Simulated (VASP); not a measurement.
# Cu (P6_3/mmc) in VASP: further runs, part 2 of 2

VASP 6.6.1. The steps go on from the part before.

### Step 5. Relaxation of cell and atoms, BLYP

Contents of INCAR:

```
SYSTEM = Cu
AGGAC = 1.0
AGGAX = 1.0
ALDAC = 0.0
ALDAX = 1.0
ALGO = Normal
EDIFF = 1E-7
EDIFFG = -0.01
ENCUT = 600
GGA = B5
IBRION = 2
ISIF = 3
ISMEAR = -1
LASPH = .True.
LCHARG = .False.
LREAL = .False.
LWAVE = .False.
NELM = 100
NSW = 60
PREC = Accurate
SIGMA = 0.05
```

Contents of KPOINTS:

```
k-points
0
Gamma
  12 12 4
  0 0 0
```

Contents of POSCAR:

```
Cu
1.0
    2.5307640267      0.0000000000      0.0000000000
   -1.2653820134      2.1917059381      0.0000000000
    0.0000000000      0.0000000000      8.2618150800
Cu
4
Direct
    0.6666666667      0.3333333333      0.7500000000
    0.0000000000      0.0000000000      0.5000000000
    0.3333333333      0.6666666667      0.2500000000
    0.0000000000      0.0000000000      0.0000000000
```

Command:

```console
$ cat potpaw_PBE.64/Cu/POTCAR > POTCAR
$ mpirun -np 1 vasp_std > vasp.out
```

It took 7.8 min on 1 thread of AMD EPYC 9R45 (Zen 5), shared host; peak memory 0.18 GiB.

Results (log left out):

```
Free energy                           : -11.9089 eV
Relaxed volume                        : 12.79 Å³/atom
Relaxed cell                          : a = 2.632 Å, b = 2.632 Å, c = 8.529 Å, α = 90.00°, β = 90.00°, γ = 120.00°
Space group after relaxing (to 0.1 Å) : P6_3/mmc (No. 194)
Energy gained by relaxing             : 60.3 meV/atom
Ionic steps                           : 10
Pressure after relaxing               : 0.0 GPa
Band gap on the k mesh                : zero (bands 22 and 23 overlap by 5.09 eV)
```

The path:
| step | energy change (eV) | largest force (eV/Å) | pressure (GPa) | volume (Å³) |
| --- | --- | --- | --- | --- |
| 1 | 0.0000 | 0.0000 | 16.09 | 45.83 |
| 2 | -0.1953 | 0.0000 | -5.10 | 53.89 |
| 3 | -0.2407 | 0.0000 | -0.10 | 51.14 |
| 4 | -0.2406 | 0.0000 | 0.24 | 51.03 |
| 5 | -0.2409 | 0.0000 | 0.25 | 51.04 |
| 6 | -0.2410 | 0.0000 | 0.22 | 51.04 |
| 7 | -0.2409 | 0.0000 | 0.23 | 51.04 |
| 8 | -0.2410 | 0.0000 | 0.23 | 51.04 |
| 9 | -0.2411 | 0.0000 | -0.13 | 51.21 |
| 10 | -0.2411 | 0.0000 | -0.04 | 51.16 |

Final structure:
```
Cu
1.0
     2.63177    0.00000    0.00000
    -1.31588    2.27918    0.00000
     0.00000    0.00000    8.52933
Cu
4
Cartesian
  1.3159 0.7597 6.3970
  0.0000 0.0000 4.2647
  0.0000 1.5195 2.1323
  0.0000 0.0000 0.0000
```

Levels at points of the mesh, in eV from the Fermi level:
| k point | band 18 | band 19 | band 20 | band 21 | band 22 | band 23 | band 24 | band 25 | band 26 |
| --- | --- | --- | --- | --- | --- | --- | --- | --- | --- |
| (0.00, 0.00, 0.00) | -2.01 | -2.01 | -1.87 | -1.87 | -1.61 | -1.61 | -0.46 | 3.49 | 12.12 |
| (0.50, 0.00, 0.00) | -1.49 | -1.49 | -1.47 | -0.25 | 0.73 | 0.96 | 1.52 | 4.17 | 4.23 |
| (0.00, 0.00, 0.50) | -2.12 | -2.12 | -2.12 | -1.71 | -1.71 | -1.71 | -1.71 | 6.68 | 6.68 |
| (0.50, 0.00, 0.50) | -1.57 | -1.50 | -1.50 | 0.23 | 0.23 | 1.36 | 1.36 | 4.81 | 4.81 |

Caveat: the PAW data sets were made with another functional, which shifts forces and pressure a little.

### Step 6. Single point, LDA

This run uses another cell than the first one, of 12.14 Å³/atom.

Contents of INCAR:

```
ALGO     = Normal         # electronic algorithm
EDIFF    = 1E-6           # SCF threshold, eV
ENCUT    = 820            # plane-wave cutoff, eV
GGA_COMPAT= F            
ISIF     = 2              # what is computed and relaxed
ISMEAR   = -1             # smearing method
LASPH    = T              # aspherical terms in the spheres
LCHARG   = F              # write CHGCAR
LREAL    = F              # projectors in reciprocal space
LWAVE    = F              # write WAVECAR
NBANDS   = 46             # bands
NELM     = 120            # most SCF steps
PREC     = Accurate       # precision mode
SIGMA    = 0.05           # smearing width, eV
```

Contents of KPOINTS:

```
k-points
0
Gamma
  12 12 4
```

Contents of POSCAR:

```
Cu
1.0
    2.5803994521      0.0000000000      0.0000000000
   -1.2901997261      2.2346914775      0.0000000000
    0.0000000000      0.0000000000      8.4238525920
Cu
4
Direct
    0.6666666667      0.3333333333      0.7500000000
    0.0000000000      0.0000000000      0.5000000000
    0.3333333333      0.6666666667      0.2500000000
    0.0000000000      0.0000000000      0.0000000000
```

Potentials or basis: VASP PAW LDA potentials, release 64 (Cu_sv_GW).

Command:

```console
$ cat potpaw_LDA.64/Cu_sv_GW/POTCAR > POTCAR
$ mpirun -np 1 vasp_std > vasp.out
```

Run time: 2.4 min. Hardware: 1 thread of Intel Xeon 6975P-C (Granite Rapids), shared host; peak memory 0.31 GiB.

The run converged. Its results:

```yaml
Free_energy: -19.1664 eV
Pressure: -16.5 GPa
Band_gap_on_the_k_mesh: zero (bands 38 and 39 overlap by 5.07 eV)
```

Stress tensor (GPa, compression positive):
```
-16.30   0.00   0.00
  0.00 -16.30   0.00
  0.00   0.00 -16.92
```

Levels at points of the mesh, in eV from the Fermi level:
```
           k point  band 35  band 36  band 37  band 38  band 39  band 40  band 41  band 42
(0.00, 0.00, 0.00)    -1.97    -1.82    -1.82    -1.54    -1.54    -0.84     3.68    12.28
(0.50, 0.00, 0.00)    -1.41    -1.40    -0.47     0.52     1.01     1.56     4.47     4.51
(0.00, 0.00, 0.50)    -2.09    -2.09    -1.66    -1.66    -1.66    -1.66     6.80     6.80
(0.50, 0.00, 0.50)    -1.42    -1.42     0.15     0.15     1.38     1.38     5.01     5.01
```

Caveat: the cell stands under tension.

### Step 7. Summary

| task | level | potentials or basis | cell | cutoff (eV) | gap on the mesh (eV) | pressure (GPa) | relaxed volume (Å³/atom) |
| --- | --- | --- | --- | --- | --- | --- | --- |
| relaxation of cell and atoms | PBEsol | VASP PAW PBE potentials, release 64 (Cu) | relaxed from a = 2.531, b = 2.531, c = 8.262 Å, angles 90.0, 90.0, 120.0°, 4 atoms | 600 | none | 0.0 | 11.38 |
| relaxation of cell and atoms | RPBE | VASP PAW PBE potentials, release 64 (Cu) | relaxed from a = 2.531, b = 2.531, c = 8.262 Å, angles 90.0, 90.0, 120.0°, 4 atoms | 600 | none | 0.0 | 12.47 |
| relaxation of cell and atoms | revPBE | VASP PAW PBE potentials, release 64 (Cu) | relaxed from a = 2.531, b = 2.531, c = 8.262 Å, angles 90.0, 90.0, 120.0°, 4 atoms | 600 | none | 0.0 | 12.34 |
| relaxation of cell and atoms | BLYP | VASP PAW PBE potentials, release 64 (Cu) | relaxed from a = 2.531, b = 2.531, c = 8.262 Å, angles 90.0, 90.0, 120.0°, 4 atoms | 600 | none | 0.0 | 12.79 |
| single point | LDA | VASP PAW LDA potentials, release 64 (Cu_sv_GW) | a = 2.580, b = 2.580, c = 8.424 Å, angles 90.0, 90.0, 120.0°, 4 atoms | 820 | none | -16.5 | - |

Alike in all rows: no spin polarisation; k mesh 12 × 12 × 4; smearing fermi-dirac 0.05 eV.

Caveats: the PAW data sets were made with another functional, which shifts forces and pressure a little (at least some runs); the cell stands under tension (at least some runs).

Absolute energies hang on the potentials; compare differences alone.
